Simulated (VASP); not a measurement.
# O2 in VASP: single point with PBEsol

Aim: the single point of O2 with PBEsol.

All numbers are computed with VASP 6.6.1; they aren't measurements. Logs are shortened: lines on timing, memory, paths and dates and some standing lists are left out, and cuts for length are marked.

**1. The cell of the first run**

The cell holds a molecule in a box, 2 atoms: a = 9.000 Å, b = 9.500 Å, c = 10.000 Å, α = 90.00°, β = 90.00°, γ = 90.00°.

**2. Single point, PBEsol, collinear spin, ferromagnetic start**

INCAR reads:

```
PREC = Accurate
ENCUT = 520
EDIFF = 1E-7
ISMEAR = -1
SIGMA = 0.02
LREAL = F
LASPH = T
NELM = 150
ALGO = Normal
ISIF = 2
LWAVE = F
LCHARG = F
ISPIN = 2
MAGMOM = 1 1
LORBIT = 11
GGA = PS
NBANDS = 17
```

KPOINTS reads:

```
regular mesh
0
Gamma
  1 1 1
```

POSCAR reads:

```
O
1.0
    9.0000000000      0.0000000000      0.0000000000
    0.0000000000      9.5000000000      0.0000000000
    0.0000000000      0.0000000000     10.0000000000
O
2
Direct
    0.5000000000      0.5000000000      0.4394967711
    0.5000000000      0.5000000000      0.5605032289
```

Potentials or basis: VASP PAW PBE potentials, release 64 (O).

Started as:

```console
$ cat potpaw_PBE.64/O/POTCAR > POTCAR
$ mpirun -np 1 vasp_gam > vasp.out
```

OUTCAR:

```text
PREC = Accurate
   ENCUT = 520
   EDIFF = 1E-7
   ISMEAR = -1
   LREAL = F
   LASPH = T
   NELM = 150
   ISIF = 2
   ISPIN = 2
   LORBIT = 11
   GGA = PS

 ion  position               nearest neighbor table
   1  0.500  0.500  0.439-   2 1.21
   2  0.500  0.500  0.561-   1 1.21

  LATTYP: Found a simple orthorhombic cell.
 ALAT       =     9.0000000000
 B/A-ratio  =     1.0555555556
 C/A-ratio  =     1.1111111111

  Lattice vectors:

 A1 = (   9.0000000000,   0.0000000000,   0.0000000000)
 A2 = (   0.0000000000,   9.5000000000,   0.0000000000)
 A3 = (   0.0000000000,   0.0000000000,  10.0000000000)

Analysis of symmetry for initial positions (statically):
=====================================================================
 Subroutine PRICEL returns:
 Original cell was already a primitive cell.

 Routine SETGRP: Setting up the symmetry group for a
 simple orthorhombic supercell.

 Subroutine GETGRP returns: Found  8 space group operations
 (whereof  8 operations were pure point group operations)
 out of a pool of  8 trial point group operations.

The static configuration has the point symmetry D_2h.

Analysis of symmetry for dynamics (positions and initial velocities):
=====================================================================
 Subroutine PRICEL returns:
 Original cell was already a primitive cell.

 Routine SETGRP: Setting up the symmetry group for a
 simple orthorhombic supercell.

 Subroutine GETGRP returns: Found  8 space group operations
 (whereof  8 operations were pure point group operations)
 out of a pool of  8 trial point group operations.

The dynamic configuration has the point symmetry D_2h.

Analysis of structural, dynamic, and magnetic symmetry:
=====================================================================
 Subroutine PRICEL returns:
 Original cell was already a primitive cell.

 Routine SETGRP: Setting up the symmetry group for a
 simple orthorhombic supercell.

 Subroutine GETGRP returns: Found  8 space group operations
 (whereof  8 operations were pure point group operations)
 out of a pool of  8 trial point group operations.

The overall configuration has the point symmetry D_2h.

 Subroutine INISYM returns: Found  8 space group operations
 (whereof  8 operations are pure point group operations),
 and found     1 'primitive' translations

----------------------------------------------------------------------------------------

                                     Primitive cell

  volume of cell :     855.0000

  direct lattice vectors                    reciprocal lattice vectors
     9.000000000  0.000000000  0.000000000     0.111111111  0.000000000  0.000000000
     0.000000000  9.500000000  0.000000000     0.000000000  0.105263158  0.000000000
     0.000000000  0.000000000 10.000000000     0.000000000  0.000000000  0.100000000

  length of vectors
     9.000000000  9.500000000 10.000000000     0.111111111  0.105263158  0.100000000

  position of ions in fractional coordinates (direct lattice)
     0.500000000  0.500000000  0.439496771
     0.500000000  0.500000000  0.560503229

  ion indices of the primitive-cell ions
   primitive index   ion index
                 1           1
                 2           2

----------------------------------------------------------------------------------------

 KPOINTS: regular mesh

Automatic generation of k-mesh.
 Grid dimensions read from file:
 generate k-points for:    1    1    1

 Generating k-lattice:

  Cartesian coordinates                     Fractional coordinates (reciprocal lattice)
     0.111111111  0.000000000  0.000000000     1.000000000  0.000000000  0.000000000
     0.000000000  0.105263158  0.000000000     0.000000000  1.000000000  0.000000000
     0.000000000  0.000000000  0.100000000     0.000000000  0.000000000  1.000000000

  Length of vectors
     0.111111111  0.105263158  0.100000000

  Shift w.r.t. Gamma in fractional coordinates (k-lattice)
     0.000000000  0.000000000  0.000000000

 Subroutine IBZKPT returns following result:
 ===========================================

 Found      1 irreducible k-points:

 Following reciprocal coordinates:
            Coordinates               Weight
  0.000000  0.000000  0.000000      1.000000
   k-points           NKPTS =      1   k-points in BZ     NKDIM =      1   number of bands    NBANDS=     17
   number of dos      NEDOS =    301   number of ions     NIONS =      2
   total plane-waves  NPLWV = 403200
   dimension x,y,z NGX =    70 NGY =   72 NGZ =   80
   dimension x,y,z NGXF=   140 NGYF=  144 NGZF=  160
   ions per type =               2
   NGX,Y,Z   is equivalent  to a cutoff of  12.93, 12.60, 13.30 a.u.
   NGXF,Y,Z  is equivalent  to a cutoff of  25.86, 25.20, 26.60 a.u.
 SYSTEM =  unknown system
   PREC   = accura    normal or accurate (medium, high low for compatibility)
   ISTART =      0    job   : 0-new  1-cont  2-samecut
   ICHARG =      2    charge: 1-file 2-atom 10-const
   ISPIN  =      2    spin polarized calculation?
   LNONCOLLINEAR =      F non collinear calculations
   LSORBIT =      F    spin-orbit coupling
   LASPH  =      T    aspherical Exc in radial PAW
   ENCUT  =  520.0 eV  38.22 Ry    6.18 a.u.  16.73 17.66 18.59*2*pi/ulx,y,z
   NELM   =    150;   NELMIN=  2; NELMDL= -5     # of ELM steps
   EDIFF  = 0.1E-06   stopping-criterion for ELM
   LREAL  =      F    real-space projection
   EDIFFG = 0.1E-05   stopping-criterion for IOM
   NSW    =      0    number of steps for IOM
   IBRION =     -1    ionic relax: 0-MD 1-quasi-New 2-CG
   NFREE  =      0    steps in history (QN), initial steepest desc. (CG)
   ISIF   =      2    stress and relaxation
   ISYM   =      2    0-nonsym 1-usesym 2-fastsym
   POTIM  = 0.5000    time-step for ionic-motion
   TEBEG  =    0.0;   TEEND  =   0.0 temperature during run
   PSTRESS=    0.0 pullay stress
   NELECT =      12.0000    total number of electrons
   NUPDOWN=      -1.0000    fix difference up-down
   EMIN   =  10.00;   EMAX   =-10.00  energy-range for DOS
   EFERMI =   0.00;   METHOD = LEGACY
   ISMEAR =    -1;   SIGMA  =   0.02  broadening in eV -4-tet -1-fermi 0-gaus
   EFERMI_NEDOS =   21; number of points for ismear=-14 and -15
   IALGO  =     38    algorithm
   IMIX   =      4    mixing-type and parameters
     AMIX     =   0.40;   BMIX     =  1.00
     AMIX_MAG =   1.60;   BMIX_MAG =  1.00
  volume/ion in A,a.u.               =     427.50      2884.91
  Fermi-wavevector in a.u.,A,eV,Ry     =   0.394893  0.746240  2.121703  0.155941
  Thomas-Fermi vector in A             =   1.339966
   LORBIT       =     11    0 simple, 1 ext, 2 COOP (PROOUT), +10 PAW based schemes
   GGA     = PS    functional components
   LHFCALC =     F    Hartree Fock is set to
   AEXX    =    0.0000 exact exchange contribution
   IVDW    =     0    specifies the selected vdW correction
   LEPSILON=     F    determine dielectric tensor
   LRPA    =     F    only Hartree local field effects (RPA)
 spin polarized calculation
  energy-cutoff  :      520.00
  volume of cell :      855.00
 maximum number of plane-waves:     11510
 NGX is ok and might be reduce to    70
   NGX = 33   NGY = 35   NGZ = 37

 number of electron      12.0000002 magnetization       2.0000001

 Free energy of the ion-electron system (eV)
  ---------------------------------------------------
  ext. energy  EPLUGINS =         0.00000000
  ---------------------------------------------------
  free energy    TOTEN  =       -10.26620174 eV

  energy without entropy =      -10.26620174  energy(sigma->0) =      -10.26620174

 E-fermi :  -6.1289     XC(G=0):  -0.6285

 val. band max:       -6.6244433668   @ k =   0.0000   0.0000   0.0000
 cond. band min:      -4.3610586843   @ k =   0.0000   0.0000   0.0000
 fundamental gap:      2.2633846826
 Fermi energy:        -6.1289078103

 spin component 1

 k-point     1 :       0.0000    0.0000    0.0000
  band No.  band energies     occupation
      1     -32.8624      1.00000
      2     -20.2087      1.00000
      3     -13.3759      1.00000
      4     -13.3759      1.00000
      5     -13.3617      1.00000
      6      -6.6245      1.00000
[... 9 lines left out ...]
     16       2.8011      0.00000
     17       2.8891      0.00000
 Fermi energy:        -6.1289078103

 spin component 2

 k-point     1 :       0.0000    0.0000    0.0000
  band No.  band energies     occupation
      1     -31.6143      1.00000
      2     -18.4282      1.00000
      3     -12.3311      1.00000
      4     -11.5389      1.00000
      5     -11.5389      1.00000
      6      -4.3611      0.00000
[... 9 lines left out ...]
     16       2.9702      0.00000
     17       2.9784      0.00000

------------------------ aborting loop because EDIFF is reached ----------------------------------------

  FORCE on cell =-STRESS in cart. coord.  units (eV):
  Direction    XX          YY          ZZ          XY          YZ          ZX
  --------------------------------------------------------------------------------------
  -------------------------------------------------------------------------------------
  Total       -0.0728550     -0.0726431      1.5854168     -0.0000000      0.0000000      0.0000000
  in kB       -0.1365225     -0.1361252      2.9708993     -0.0000000      0.0000000      0.0000000
  external PRESSURE =       0.8994172 kB  Pullay stress =       0.0000000 kB

 VOLUME and BASIS-vectors are now :
 -----------------------------------------------------------------------------
  energy-cutoff  :      520.00
  volume of cell :      855.00
      direct lattice vectors                 reciprocal lattice vectors
     9.000000000  0.000000000  0.000000000     0.111111111  0.000000000  0.000000000
     0.000000000  9.500000000  0.000000000     0.000000000  0.105263158  0.000000000
     0.000000000  0.000000000 10.000000000     0.000000000  0.000000000  0.100000000

 POSITION                                       TOTAL-FORCE (eV/Angst)
 -----------------------------------------------------------------------------------
      4.50000      4.75000      4.39497         0.000000      0.000000     -1.376730
      4.50000      4.75000      5.60503         0.000000      0.000000      1.376730
 -----------------------------------------------------------------------------------
    total drift:                                0.000000      0.000000     -0.000000

  FREE ENERGIE OF THE ION-ELECTRON SYSTEM (eV)
  ---------------------------------------------------
  free  energy   TOTEN  =       -10.2662017437 eV

  energy  without entropy=      -10.2662017437  energy(sigma->0) =      -10.26620174

 total charge

# of ion       s       p       d       tot
------------------------------------------
    1        1.609   3.308   0.000   4.917
    2        1.609   3.308   0.000   4.917
--------------------------------------------------
tot          3.218   6.615   0.000   9.833

 magnetization (x)

# of ion       s       p       d       tot
------------------------------------------
    1        0.009   0.797   0.000   0.806
    2        0.009   0.797   0.000   0.806
--------------------------------------------------
tot          0.018   1.594   0.000   1.612
```

Wall time 76 s (1 thread of Intel Xeon 6975P-C (Granite Rapids), shared host); peak memory 1 GiB.

Results:

| Property | Result |
| --- | --- |
| Free energy | -10.2662 eV |
| Largest force | 1.377 eV/Å |
| Gap between the frontier levels | 2.26 eV |
| Net moment | 2.00 μB per cell |
| Site moments | O +0.81 μB |
| Valence electrons inside the program's atomic spheres | O 4.92 |

Forces on the atoms (eV/Å):
```
O    0.000  0.000 -1.377
O    0.000  0.000  1.377
```

Caveat: the standard files for N, O and F lose accuracy on very short bonds; the PAW data sets were made with another functional, which shifts forces and pressure a little.
